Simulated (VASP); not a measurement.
# ScSbTe4 (F-43m) in VASP: single point with PBE

Aim: the single point of ScSbTe4 with PBE.

Program: VASP 6.6.1. These are calculated values, not measurements. Logs are shortened: lines on timing, memory, paths and dates and some standing lists are left out, and cuts for length are marked.

### Step 1. The cell of the first run

It takes space group F-43m (No. 216, cubic). Conventional cell: a = 9.273 Å, b = 9.273 Å, c = 9.273 Å, α = 90.00°, β = 90.00°, γ = 90.00°. Sc (site symmetry -43m) has 12 Te at 3.84 Å and 4 Sb at 4.02 Å within 5.0 Å. Within 5.0 Å of Sb (site symmetry -43m) lie 12 Te at 3.84 Å and 4 Sc at 4.02 Å. Te (site symmetry 3m) has 6 Te at 3.27 to 3.28 Å and 3 Sb at 3.84 Å and 3 Sc at 3.84 Å within 4.3 Å.

The cell was built from a structure type or drawn by symmetry, and may not be a known phase.

### Step 2. Single point, PBE

Input file INCAR:

```
SYSTEM = ScSbTe4
ALGO = Normal
EDIFF = 1E-7
ENCUT = 520
GGA = PE
ISIF = 2
ISMEAR = 0
LASPH = .TRUE.
LCHARG = .FALSE.
LREAL = .FALSE.
LWAVE = .FALSE.
NBANDS = 29
NELM = 80
PREC = Accurate
SIGMA = 0.1
```

Input file KPOINTS:

```
k-points
0
G
  4 4 4
  0 0 0
```

Input file POSCAR:

```
ScSbTe4
1.0
    0.0000000000      4.6364968600      4.6364968600
    4.6364968600      0.0000000000      4.6364968600
    4.6364968600      4.6364968600      0.0000000000
Sc Sb Te
1 1 4
Direct
    0.0000000000      0.0000000000      0.0000000000
    0.7500000000      0.7500000000      0.7500000000
    0.8744941400      0.3751686200      0.3751686200
    0.3751686200      0.3751686200      0.3751686200
    0.3751686200      0.8744941400      0.3751686200
    0.3751686200      0.3751686200      0.8744941400
```

Potentials or basis: VASP PAW PBE potentials, release 64 (Sc_sv, Sb, Te).

Command:

```bash
cat potpaw_PBE.64/Sc_sv/POTCAR potpaw_PBE.64/Sb/POTCAR potpaw_PBE.64/Te/POTCAR > POTCAR
mpirun -np 1 vasp_std > vasp.out
```

OUTCAR:

```text
SYSTEM = ScSbTe4
   EDIFF = 1E-7
   ENCUT = 520
   GGA = PE
   ISIF = 2
   ISMEAR = 0
   LASPH = .TRUE.
   LREAL = .FALSE.
   NELM = 80
   PREC = Accurate

 ion  position               nearest neighbor table
   1  0.000  0.000  0.000-
   2  0.750  0.750  0.750-
   3  0.874  0.375  0.375-   4 3.27   5 3.27   6 3.27   4 3.28   6 3.28   5 3.28
   4  0.375  0.375  0.375-   3 3.27   5 3.27   6 3.27   6 3.28   5 3.28   3 3.28
   5  0.375  0.874  0.375-   3 3.27   4 3.27   6 3.27   6 3.28   4 3.28   3 3.28
   6  0.375  0.375  0.874-   3 3.27   4 3.27   5 3.27   4 3.28   5 3.28   3 3.28

  LATTYP: Found a face centered cubic cell.
 ALAT       =     9.2729937200

  Lattice vectors:

 A1 = (   0.0000000000,   4.6364968600,   4.6364968600)
 A2 = (   4.6364968600,   0.0000000000,   4.6364968600)
 A3 = (   4.6364968600,   4.6364968600,   0.0000000000)

Analysis of symmetry for initial positions (statically):
=====================================================================
 Subroutine PRICEL returns:
 Original cell was already a primitive cell.

 Routine SETGRP: Setting up the symmetry group for a
 face centered cubic supercell.

 Subroutine GETGRP returns: Found 24 space group operations
 (whereof 24 operations were pure point group operations)
 out of a pool of 48 trial point group operations.

The static configuration has the point symmetry T_d .

Analysis of symmetry for dynamics (positions and initial velocities):
=====================================================================
 Subroutine PRICEL returns:
 Original cell was already a primitive cell.

 Routine SETGRP: Setting up the symmetry group for a
 face centered cubic supercell.

 Subroutine GETGRP returns: Found 24 space group operations
 (whereof 24 operations were pure point group operations)
 out of a pool of 48 trial point group operations.

The dynamic configuration has the point symmetry T_d .

 Subroutine INISYM returns: Found 24 space group operations
 (whereof 24 operations are pure point group operations),
 and found     1 'primitive' translations

----------------------------------------------------------------------------------------

                                     Primitive cell

  volume of cell :     199.3425

  direct lattice vectors                    reciprocal lattice vectors
     0.000000000  4.636496860  4.636496860    -0.107840039  0.107840039  0.107840039
     4.636496860  0.000000000  4.636496860     0.107840039 -0.107840039  0.107840039
     4.636496860  4.636496860  0.000000000     0.107840039  0.107840039 -0.107840039

  length of vectors
     6.556996741  6.556996741  6.556996741     0.186784426  0.186784426  0.186784426

  position of ions in fractional coordinates (direct lattice)
     0.000000000  0.000000000  0.000000000
     0.750000000  0.750000000  0.750000000
     0.874494140  0.375168620  0.375168620
     0.375168620  0.375168620  0.375168620
     0.375168620  0.874494140  0.375168620
     0.375168620  0.375168620  0.874494140

  ion indices of the primitive-cell ions
   primitive index   ion index
                 1           1
                 2           2
                 3           3
                 4           4
                 5           5
                 6           6

----------------------------------------------------------------------------------------

 KPOINTS: k-points

Automatic generation of k-mesh.
 Grid dimensions read from file:
 generate k-points for:    4    4    4

 Generating k-lattice:

  Cartesian coordinates                     Fractional coordinates (reciprocal lattice)
    -0.026960010  0.026960010  0.026960010     0.250000000  0.000000000  0.000000000
     0.026960010 -0.026960010  0.026960010     0.000000000  0.250000000  0.000000000
     0.026960010  0.026960010 -0.026960010     0.000000000  0.000000000  0.250000000

  Length of vectors
     0.046696106  0.046696106  0.046696106

  Shift w.r.t. Gamma in fractional coordinates (k-lattice)
     0.000000000  0.000000000  0.000000000

 Subroutine IBZKPT returns following result:
 ===========================================

 Found      8 irreducible k-points:

 Following reciprocal coordinates:
            Coordinates               Weight
  0.000000  0.000000  0.000000      1.000000
  0.250000  0.000000  0.000000      8.000000
  0.500000  0.000000  0.000000      4.000000
  0.250000  0.250000  0.000000      6.000000
  0.500000  0.250000  0.000000     24.000000
 -0.250000  0.250000  0.000000     12.000000
  0.500000  0.500000  0.000000      3.000000
 -0.250000  0.500000  0.250000      6.000000
   k-points           NKPTS =      8   k-points in BZ     NKDIM =      8   number of bands    NBANDS=     29
   number of dos      NEDOS =    301   number of ions     NIONS =      6
   total plane-waves  NPLWV = 125000
   dimension x,y,z NGX =    50 NGY =   50 NGZ =   50
   dimension x,y,z NGXF=   100 NGYF=  100 NGZF=  100
   ions per type =               1   1   4
   NGX,Y,Z   is equivalent  to a cutoff of  12.68, 12.68, 12.68 a.u.
   NGXF,Y,Z  is equivalent  to a cutoff of  25.35, 25.35, 25.35 a.u.
 SYSTEM =  ScSbTe4
   PREC   = accura    normal or accurate (medium, high low for compatibility)
   ISTART =      0    job   : 0-new  1-cont  2-samecut
   ICHARG =      2    charge: 1-file 2-atom 10-const
   ISPIN  =      1    spin polarized calculation?
   LNONCOLLINEAR =      F non collinear calculations
   LSORBIT =      F    spin-orbit coupling
   LASPH  =      T    aspherical Exc in radial PAW
   ENCUT  =  520.0 eV  38.22 Ry    6.18 a.u.  12.19 12.19 12.19*2*pi/ulx,y,z
   NELM   =     80;   NELMIN=  2; NELMDL= -5     # of ELM steps
   EDIFF  = 0.1E-06   stopping-criterion for ELM
   LREAL  =      F    real-space projection
   EDIFFG = 0.1E-05   stopping-criterion for IOM
   NSW    =      0    number of steps for IOM
   IBRION =     -1    ionic relax: 0-MD 1-quasi-New 2-CG
   NFREE  =      0    steps in history (QN), initial steepest desc. (CG)
   ISIF   =      2    stress and relaxation
   ISYM   =      2    0-nonsym 1-usesym 2-fastsym
   POTIM  = 0.5000    time-step for ionic-motion
   TEBEG  =    0.0;   TEEND  =   0.0 temperature during run
   PSTRESS=    0.0 pullay stress
   NELECT =      40.0000    total number of electrons
   NUPDOWN=      -1.0000    fix difference up-down
   EMIN   =  10.00;   EMAX   =-10.00  energy-range for DOS
   EFERMI =   0.00;   METHOD = LEGACY
   ISMEAR =     0;   SIGMA  =   0.10  broadening in eV -4-tet -1-fermi 0-gaus
   EFERMI_NEDOS =   21; number of points for ismear=-14 and -15
   IALGO  =     38    algorithm
   IMIX   =      4    mixing-type and parameters
     AMIX     =   0.40;   BMIX     =  1.00
     AMIX_MAG =   1.60;   BMIX_MAG =  1.00
  volume/ion in A,a.u.               =      33.22       224.20
  Fermi-wavevector in a.u.,A,eV,Ry     =   0.958432  1.811175 12.498214  0.918593
  Thomas-Fermi vector in A             =   2.087539
   LORBIT       =      0    0 simple, 1 ext, 2 COOP (PROOUT), +10 PAW based schemes
   GGA     = PE    functional components
   LHFCALC =     F    Hartree Fock is set to
   AEXX    =    0.0000 exact exchange contribution
   IVDW    =     0    specifies the selected vdW correction
   LEPSILON=     F    determine dielectric tensor
   LRPA    =     F    only Hartree local field effects (RPA)
 non-spin polarized calculation
 Gauss-broadening in eV      SIGMA  =   0.10
  energy-cutoff  :      520.00
  volume of cell :      199.34
 maximum number of plane-waves:      5410
 NGX is ok and might be reduce to    50
   NGX = 25   NGY = 25   NGZ = 25

 number of electron      40.0000007 magnetization

 Free energy of the ion-electron system (eV)
  ---------------------------------------------------
  ext. energy  EPLUGINS =         0.00000000
  ---------------------------------------------------
  free energy    TOTEN  =       -20.16464868 eV

  energy without entropy =      -20.09762804  energy(sigma->0) =      -20.13113836

 E-fermi :   5.7098     XC(G=0):  -9.2096

 val. band max:        5.5888584774   @ k =   0.5000   0.2500   0.0000
 cond. band min:       5.7111216923   @ k =  -0.2500   0.2500   0.0000
 fundamental gap:      0.1222632150
 Fermi energy:         5.7097726053

 k-point     1 :       0.0000    0.0000    0.0000
  band No.  band energies     occupation
      1     -45.6368      2.00000
      2     -24.2160      2.00000
      3     -24.2160      2.00000
      4     -24.2160      2.00000
      5      -7.5738      2.00000
      6      -4.6489      2.00000
[... 21 lines left out ...]
     28       7.5811      0.00000
     29       7.5811      0.00000

 k-point     2 :       0.2500    0.0000    0.0000
  band No.  band energies     occupation
      1     -45.6368      2.00000
      2     -24.2160      2.00000
      3     -24.2160      2.00000
      4     -24.2160      2.00000
      5      -7.3648      2.00000
      6      -5.2452      2.00000
[... 21 lines left out ...]
     28       7.4788      0.00000
     29       7.7175      0.00000

 k-point     3 :       0.5000    0.0000    0.0000
  band No.  band energies     occupation
      1     -45.6368      2.00000
      2     -24.2161      2.00000
      3     -24.2160      2.00000
      4     -24.2160      2.00000
      5      -7.0310      2.00000
      6      -5.8792      2.00000
[... 21 lines left out ...]
     28       7.1429      0.00000
     29       7.9122      0.00000

 k-point     4 :       0.2500    0.2500    0.0000
  band No.  band energies     occupation
      1     -45.6368      2.00000
      2     -24.2160      2.00000
      3     -24.2160      2.00000
      4     -24.2160      2.00000
      5      -7.2842      2.00000
      6      -5.3672      2.00000
[... 21 lines left out ...]
     28       7.5379      0.00000
     29       7.5876      0.00000

 k-point     5 :       0.5000    0.2500    0.0000
  band No.  band energies     occupation
      1     -45.6368      2.00000
      2     -24.2160      2.00000
      3     -24.2160      2.00000
      4     -24.2160      2.00000
      5      -6.8880      2.00000
      6      -6.0105      2.00000
[... 21 lines left out ...]
     28       6.9640      0.00000
     29       7.3860      0.00000

 k-point     6 :      -0.2500    0.2500    0.0000
  band No.  band energies     occupation
      1     -45.6368      2.00000
      2     -24.2160      2.00000
      3     -24.2160      2.00000
      4     -24.2160      2.00000
      5      -7.0533      2.00000
      6      -5.7784      2.00000
[... 21 lines left out ...]
     28       7.0065      0.00000
     29       7.5743      0.00000

 k-point     7 :       0.5000    0.5000    0.0000
  band No.  band energies     occupation
      1     -45.6368      2.00000
      2     -24.2161      2.00000
      3     -24.2160      2.00000
      4     -24.2160      2.00000
      5      -6.4847      2.00000
      6      -6.4723      2.00000
[... 21 lines left out ...]
     28       7.5577      0.00000
     29       7.5579      0.00000

 k-point     8 :      -0.2500    0.5000    0.2500
  band No.  band energies     occupation
      1     -45.6368      2.00000
      2     -24.2160      2.00000
      3     -24.2160      2.00000
      4     -24.2160      2.00000
      5      -6.4802      2.00000
      6      -6.4600      2.00000
[... 21 lines left out ...]
     28       6.8074      0.00000
     29       7.0056      0.00000

------------------------ aborting loop because EDIFF is reached ----------------------------------------

  FORCE on cell =-STRESS in cart. coord.  units (eV):
  Direction    XX          YY          ZZ          XY          YZ          ZX
  --------------------------------------------------------------------------------------
  -------------------------------------------------------------------------------------
  Total       -5.1255597     -5.1255597     -5.1255597      0.0000000      0.0000000      0.0000000
  in kB      -41.1957081    -41.1957081    -41.1957081      0.0000000      0.0000000      0.0000000
  external PRESSURE =     -41.1957081 kB  Pullay stress =       0.0000000 kB

 VOLUME and BASIS-vectors are now :
 -----------------------------------------------------------------------------
  energy-cutoff  :      520.00
  volume of cell :      199.34
      direct lattice vectors                 reciprocal lattice vectors
     0.000000000  4.636496860  4.636496860    -0.107840039  0.107840039  0.107840039
     4.636496860  0.000000000  4.636496860     0.107840039 -0.107840039  0.107840039
     4.636496860  4.636496860  0.000000000     0.107840039  0.107840039 -0.107840039

 POSITION                                       TOTAL-FORCE (eV/Angst)
 -----------------------------------------------------------------------------------
      0.00000      0.00000      0.00000        -0.000000      0.000000      0.000000
      6.95475      6.95475      6.95475        -0.000000      0.000000     -0.000000
      3.47894      5.79406      5.79406        -0.056903      0.056903      0.056903
      3.47894      3.47894      3.47894        -0.056903     -0.056903     -0.056903
      5.79406      3.47894      5.79406         0.056903     -0.056903      0.056903
      5.79406      5.79406      3.47894         0.056903      0.056903     -0.056903
 -----------------------------------------------------------------------------------
    total drift:                                0.000000      0.000000      0.000000

  FREE ENERGIE OF THE ION-ELECTRON SYSTEM (eV)
  ---------------------------------------------------
  free  energy   TOTEN  =       -20.1646486762 eV

  energy  without entropy=      -20.0976280367  energy(sigma->0) =      -20.13113836
```

Wall time 2.2 min (1 thread of AMD EPYC 7R43 (Zen 3), shared host); peak memory 0.32 GiB.

What came out:

```yaml
Free_energy: -20.1646 eV
Pressure: -4.1 GPa
Largest_force: 0.099 eV/Å
Band_gap_on_the_k_mesh: zero (bands 20 and 21 overlap by 0.96 eV)
```

Forces on the atoms (eV/Å):
```
Sc   0.000  0.000  0.000
Sb   0.000  0.000  0.000
Te  -0.057  0.057  0.057
Te  -0.057 -0.057 -0.057
Te   0.057 -0.057  0.057
Te   0.057  0.057 -0.057
```

Caveat: the cell stands under tension; spin-orbit coupling is left out, which moves the levels of the heavy elements.
